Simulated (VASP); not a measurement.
# Ba3Na (Pm-3m) in VASP: single point with LDA

Aim: the single point of Ba3Na with LDA.

All numbers are computed with VASP 6.6.1; they aren't measurements. Logs are shortened: lines on timing, memory, paths and dates and some standing lists are left out, and cuts for length are marked.

### Step 1. The cell of the first run

It takes space group Pm-3m (No. 221, cubic). Conventional cell: a = 6.233 Å, b = 6.233 Å, c = 6.233 Å, α = 90.00°, β = 90.00°, γ = 90.00°. Na (site symmetry m-3m) has 12 Ba at 4.41 Å within 5.8 Å. Ba (site symmetry 4/mmm) has 4 Na at 4.41 Å and 8 Ba at 4.41 Å within 5.8 Å.

### Step 2. Single point, LDA, collinear spin, zero start

File INCAR:

```
  PREC = Accurate
  ENCUT = 520
  EDIFF = 1E-7
  ISMEAR = 1
  SIGMA = 0.1
  LREAL = False
  LASPH = True
  NELM = 150
  ALGO = Normal
  ISIF = 2
  LWAVE = False
  LCHARG = False
  ISPIN = 2
  MAGMOM = 0 0 0 0
  LORBIT = 11
  NBANDS = 30
```

File KPOINTS:

```
regular mesh
0
Gamma
  4 4 4
```

File POSCAR:

```
Ba3Na
1.0
    6.2325870800      0.0000000000      0.0000000000
    0.0000000000      6.2325870800      0.0000000000
    0.0000000000      0.0000000000      6.2325870800
Na Ba
1 3
Direct
    0.0000000000      0.0000000000      0.0000000000
    0.0000000000      0.5000000000      0.5000000000
    0.5000000000      0.0000000000      0.5000000000
    0.5000000000      0.5000000000      0.0000000000
```

Potentials or basis: VASP PAW LDA potentials, release 64 (Na_pv, Ba_sv).

Run with:

```
$ cat potpaw_LDA.64/Na_pv/POTCAR potpaw_LDA.64/Ba_sv/POTCAR > POTCAR
$ mpirun -np 1 vasp_std > vasp.out
```

OUTCAR:

```text
PREC = Accurate
   ENCUT = 520
   EDIFF = 1E-7
   ISMEAR = 1
   LREAL = False
   LASPH = True
   NELM = 150
   ISIF = 2
   ISPIN = 2
   LORBIT = 11

 ion  position               nearest neighbor table
   1  0.000  0.000  0.000-
   2  0.000  0.500  0.500-   3 4.41   4 4.41   4 4.41   3 4.41   3 4.41   4 4.41   4 4.41   3 4.41

   3  0.500  0.000  0.500-   2 4.41   4 4.41   4 4.41   2 4.41   4 4.41   4 4.41   2 4.41   2 4.41

   4  0.500  0.500  0.000-   2 4.41   3 4.41   2 4.41   3 4.41   3 4.41   3 4.41   2 4.41   2 4.41

  LATTYP: Found a simple cubic cell.
 ALAT       =     6.2325870800

  Lattice vectors:

 A1 = (   6.2325870800,   0.0000000000,   0.0000000000)
 A2 = (   0.0000000000,   6.2325870800,   0.0000000000)
 A3 = (   0.0000000000,   0.0000000000,   6.2325870800)

Analysis of symmetry for initial positions (statically):
=====================================================================
 Subroutine PRICEL returns:
 Original cell was already a primitive cell.

 Routine SETGRP: Setting up the symmetry group for a
 simple cubic supercell.

 Subroutine GETGRP returns: Found 48 space group operations
 (whereof 48 operations were pure point group operations)
 out of a pool of 48 trial point group operations.

The static configuration has the point symmetry O_h .

Analysis of symmetry for dynamics (positions and initial velocities):
=====================================================================
 Subroutine PRICEL returns:
 Original cell was already a primitive cell.

 Routine SETGRP: Setting up the symmetry group for a
 simple cubic supercell.

 Subroutine GETGRP returns: Found 48 space group operations
 (whereof 48 operations were pure point group operations)
 out of a pool of 48 trial point group operations.

The dynamic configuration has the point symmetry O_h .

Analysis of structural, dynamic, and magnetic symmetry:
=====================================================================
 Subroutine PRICEL returns:
 Original cell was already a primitive cell.

 Routine SETGRP: Setting up the symmetry group for a
 simple cubic supercell.

 Subroutine GETGRP returns: Found 48 space group operations
 (whereof 48 operations were pure point group operations)
 out of a pool of 48 trial point group operations.

The overall configuration has the point symmetry O_h .

 Subroutine INISYM returns: Found 48 space group operations
 (whereof 48 operations are pure point group operations),
 and found     1 'primitive' translations

----------------------------------------------------------------------------------------

                                     Primitive cell

  volume of cell :     242.1057

  direct lattice vectors                    reciprocal lattice vectors
     6.232587080  0.000000000  0.000000000     0.160447016  0.000000000  0.000000000
     0.000000000  6.232587080  0.000000000     0.000000000  0.160447016  0.000000000
     0.000000000  0.000000000  6.232587080     0.000000000  0.000000000  0.160447016

  length of vectors
     6.232587080  6.232587080  6.232587080     0.160447016  0.160447016  0.160447016

  position of ions in fractional coordinates (direct lattice)
     0.000000000  0.000000000  0.000000000
     0.000000000  0.500000000  0.500000000
     0.500000000  0.000000000  0.500000000
     0.500000000  0.500000000  0.000000000

  ion indices of the primitive-cell ions
   primitive index   ion index
                 1           1
                 2           2
                 3           3
                 4           4

----------------------------------------------------------------------------------------

 KPOINTS: regular mesh

Automatic generation of k-mesh.
 Grid dimensions read from file:
 generate k-points for:    4    4    4

 Generating k-lattice:

  Cartesian coordinates                     Fractional coordinates (reciprocal lattice)
     0.040111754  0.000000000  0.000000000     0.250000000  0.000000000  0.000000000
     0.000000000  0.040111754  0.000000000     0.000000000  0.250000000  0.000000000
     0.000000000  0.000000000  0.040111754     0.000000000  0.000000000  0.250000000

  Length of vectors
     0.040111754  0.040111754  0.040111754

  Shift w.r.t. Gamma in fractional coordinates (k-lattice)
     0.000000000  0.000000000  0.000000000

 Subroutine IBZKPT returns following result:
 ===========================================

 Found     10 irreducible k-points:

 Following reciprocal coordinates:
            Coordinates               Weight
  0.000000  0.000000  0.000000      1.000000
  0.250000  0.000000  0.000000      6.000000
  0.500000  0.000000  0.000000      3.000000
  0.250000  0.250000  0.000000     12.000000
  0.500000  0.250000  0.000000     12.000000
  0.500000  0.500000  0.000000      3.000000
  0.250000  0.250000  0.250000      8.000000
  0.500000  0.250000  0.250000     12.000000
  0.500000  0.500000  0.250000      6.000000
  0.500000  0.500000  0.500000      1.000000
   k-points           NKPTS =     10   k-points in BZ     NKDIM =     10   number of bands    NBANDS=     30
   number of dos      NEDOS =    301   number of ions     NIONS =      4
   total plane-waves  NPLWV = 110592
   dimension x,y,z NGX =    48 NGY =   48 NGZ =   48
   dimension x,y,z NGXF=    96 NGYF=   96 NGZF=   96
   ions per type =               1   3
   NGX,Y,Z   is equivalent  to a cutoff of  12.80, 12.80, 12.80 a.u.
   NGXF,Y,Z  is equivalent  to a cutoff of  25.61, 25.61, 25.61 a.u.
 SYSTEM =  unknown system
   PREC   = accura    normal or accurate (medium, high low for compatibility)
   ISTART =      0    job   : 0-new  1-cont  2-samecut
   ICHARG =      2    charge: 1-file 2-atom 10-const
   ISPIN  =      2    spin polarized calculation?
   LNONCOLLINEAR =      F non collinear calculations
   LSORBIT =      F    spin-orbit coupling
   LASPH  =      T    aspherical Exc in radial PAW
   ENCUT  =  520.0 eV  38.22 Ry    6.18 a.u.  11.59 11.59 11.59*2*pi/ulx,y,z
   NELM   =    150;   NELMIN=  2; NELMDL= -5     # of ELM steps
   EDIFF  = 0.1E-06   stopping-criterion for ELM
   LREAL  =      F    real-space projection
   EDIFFG = 0.1E-05   stopping-criterion for IOM
   NSW    =      0    number of steps for IOM
   IBRION =     -1    ionic relax: 0-MD 1-quasi-New 2-CG
   NFREE  =      0    steps in history (QN), initial steepest desc. (CG)
   ISIF   =      2    stress and relaxation
   ISYM   =      2    0-nonsym 1-usesym 2-fastsym
   POTIM  = 0.5000    time-step for ionic-motion
   TEBEG  =    0.0;   TEEND  =   0.0 temperature during run
   PSTRESS=    0.0 pullay stress
   NELECT =      37.0000    total number of electrons
   NUPDOWN=      -1.0000    fix difference up-down
   EMIN   =  10.00;   EMAX   =-10.00  energy-range for DOS
   EFERMI =   0.00;   METHOD = LEGACY
   ISMEAR =     1;   SIGMA  =   0.10  broadening in eV -4-tet -1-fermi 0-gaus
   EFERMI_NEDOS =   21; number of points for ismear=-14 and -15
   IALGO  =     38    algorithm
   IMIX   =      4    mixing-type and parameters
     AMIX     =   0.40;   BMIX     =  1.00
     AMIX_MAG =   1.60;   BMIX_MAG =  1.00
  volume/ion in A,a.u.               =      60.53       408.45
  Fermi-wavevector in a.u.,A,eV,Ry     =   0.875267  1.654014 10.423311  0.766092
  Thomas-Fermi vector in A             =   1.994914
   LORBIT       =     11    0 simple, 1 ext, 2 COOP (PROOUT), +10 PAW based schemes
   GGA     = CA    functional components
   LHFCALC =     F    Hartree Fock is set to
   AEXX    =    0.0000 exact exchange contribution
   IVDW    =     0    specifies the selected vdW correction
   LEPSILON=     F    determine dielectric tensor
   LRPA    =     F    only Hartree local field effects (RPA)
 spin polarized calculation
 Methfessel and Paxton  Order N= 1 SIGMA  =   0.10
  energy-cutoff  :      520.00
  volume of cell :      242.11
 maximum number of plane-waves:      6619
 NGX is ok and might be reduce to    48
   NGX = 23   NGY = 23   NGZ = 23

 number of electron      37.0000020 magnetization       0.0000269

 number of electron      37.0000020 magnetization      -0.0000092

 Free energy of the ion-electron system (eV)
  ---------------------------------------------------
  ext. energy  EPLUGINS =         0.00000000
  ---------------------------------------------------
  free energy    TOTEN  =        -7.73403665 eV

  energy without entropy =       -7.73990846  energy(sigma->0) =       -7.73599392

 E-fermi :   1.0685     XC(G=0):  -7.2507

 val. band max:        0.9915543301   @ k =   0.5000   0.2500   0.0000
 cond. band min:       1.1265165351   @ k =   0.2500   0.2500   0.0000
 fundamental gap:      0.1349622050
 Fermi energy:         1.0685154371

 spin component 1

 k-point     1 :       0.0000    0.0000    0.0000
  band No.  band energies     occupation
      1     -28.0504      1.00000
      2     -28.0030      1.00000
      3     -28.0030      1.00000
      4     -23.4506      1.00000
      5     -23.4506      1.00000
      6     -23.4506      1.00000
[... 22 lines left out ...]
     29       4.6760      0.00000
     30       4.6760      0.00000

 k-point     2 :       0.2500    0.0000    0.0000
  band No.  band energies     occupation
      1     -28.0444      1.00000
      2     -28.0091      1.00000
      3     -28.0030      1.00000
      4     -23.4506      1.00000
      5     -23.4506      1.00000
      6     -23.4506      1.00000
[... 22 lines left out ...]
     29       3.7898      0.00000
     30       4.3907      0.00000

 k-point     3 :       0.5000    0.0000    0.0000
  band No.  band energies     occupation
      1     -28.0346      1.00000
      2     -28.0188      1.00000
      3     -28.0030      1.00000
      4     -23.4506      1.00000
      5     -23.4506      1.00000
      6     -23.4506      1.00000
[... 197 lines left out ...]
      6     -23.4506      1.00000
[... 22 lines left out ...]
     29       3.3986      0.00000
     30       3.6748      0.00000

 k-point    10 :       0.5000    0.5000    0.5000
  band No.  band energies     occupation
      1     -28.0186      1.00000
      2     -28.0186      1.00000
      3     -28.0186      1.00000
      4     -23.4506      1.00000
      5     -23.4506      1.00000
      6     -23.4506      1.00000
[... 22 lines left out ...]
     29       3.2382      0.00000
     30       3.9775      0.00000
 Fermi energy:         1.0685154371

 spin component 2

 k-point     1 :       0.0000    0.0000    0.0000
  band No.  band energies     occupation
      1     -28.0504      1.00000
      2     -28.0030      1.00000
      3     -28.0030      1.00000
      4     -23.4506      1.00000
      5     -23.4506      1.00000
      6     -23.4506      1.00000
[... 22 lines left out ...]
     29       4.6760      0.00000
     30       4.6760      0.00000

 k-point     2 :       0.2500    0.0000    0.0000
  band No.  band energies     occupation
      1     -28.0444      1.00000
      2     -28.0090      1.00000
      3     -28.0030      1.00000
      4     -23.4506      1.00000
      5     -23.4506      1.00000
      6     -23.4506      1.00000
[... 22 lines left out ...]
     29       3.7898      0.00000
     30       4.3905      0.00000

 k-point     3 :       0.5000    0.0000    0.0000
  band No.  band energies     occupation
      1     -28.0346      1.00000
      2     -28.0188      1.00000
      3     -28.0029      1.00000
      4     -23.4506      1.00000
      5     -23.4506      1.00000
      6     -23.4506      1.00000
[... 220 lines left out ...]
     29       3.3986      0.00000
     30       3.6748      0.00000

 k-point    10 :       0.5000    0.5000    0.5000
  band No.  band energies     occupation
      1     -28.0186      1.00000
      2     -28.0186      1.00000
      3     -28.0186      1.00000
      4     -23.4506      1.00000
      5     -23.4506      1.00000
      6     -23.4506      1.00000
[... 22 lines left out ...]
     29       3.2382      0.00000
     30       3.9775      0.00000

------------------------ aborting loop because EDIFF is reached ----------------------------------------

  FORCE on cell =-STRESS in cart. coord.  units (eV):
  Direction    XX          YY          ZZ          XY          YZ          ZX
  --------------------------------------------------------------------------------------
  -------------------------------------------------------------------------------------
  Total       -1.8341714     -1.8341714     -1.8341714      0.0000000     -0.0000000     -0.0000000
  in kB      -12.1379525    -12.1379525    -12.1379525      0.0000000     -0.0000000     -0.0000000
  external PRESSURE =     -12.1379525 kB  Pullay stress =       0.0000000 kB

 VOLUME and BASIS-vectors are now :
 -----------------------------------------------------------------------------
  energy-cutoff  :      520.00
  volume of cell :      242.11
      direct lattice vectors                 reciprocal lattice vectors
     6.232587080  0.000000000  0.000000000     0.160447016  0.000000000  0.000000000
     0.000000000  6.232587080  0.000000000     0.000000000  0.160447016  0.000000000
     0.000000000  0.000000000  6.232587080     0.000000000  0.000000000  0.160447016

 POSITION                                       TOTAL-FORCE (eV/Angst)
 -----------------------------------------------------------------------------------
      0.00000      0.00000      0.00000         0.000000      0.000000      0.000000
      0.00000      3.11629      3.11629         0.000000      0.000000      0.000000
      3.11629      0.00000      3.11629         0.000000      0.000000      0.000000
      3.11629      3.11629      0.00000         0.000000      0.000000      0.000000
 -----------------------------------------------------------------------------------
    total drift:                                0.000000     -0.000000     -0.000000

  FREE ENERGIE OF THE ION-ELECTRON SYSTEM (eV)
  ---------------------------------------------------
  free  energy   TOTEN  =        -7.7340366516 eV

  energy  without entropy=       -7.7399084559  energy(sigma->0) =       -7.73599392

 total charge

# of ion       s       p       d       tot
------------------------------------------
    1        0.109   5.958   0.000   6.067
    2        2.070   5.545   0.254   7.869
    3        2.070   5.545   0.254   7.869
    4        2.070   5.545   0.254   7.869
--------------------------------------------------
tot          6.320  22.593   0.762  29.674

 magnetization (x)

# of ion       s       p       d       tot
------------------------------------------
    1        0.000   0.000   0.000   0.000
    2        0.000   0.000  -0.000   0.000
    3        0.000   0.000  -0.000   0.000
    4        0.000   0.000  -0.000   0.000
--------------------------------------------------
tot          0.000   0.000  -0.000   0.000
```

Run time: 49 s. Hardware: 1 thread of Intel Xeon 6975P-C (Granite Rapids), shared host; peak memory 0.33 GiB.

Results:

```yaml
Free_energy: -7.7340 eV
Pressure: -1.2 GPa
Net_moment: 0.00 μB per cell
Valence_electrons_inside_the_program's_atomic_spheres: Na 6.07; Ba 7.87
```

Caveat: spin-orbit coupling is left out, which moves the levels of the heavy elements.
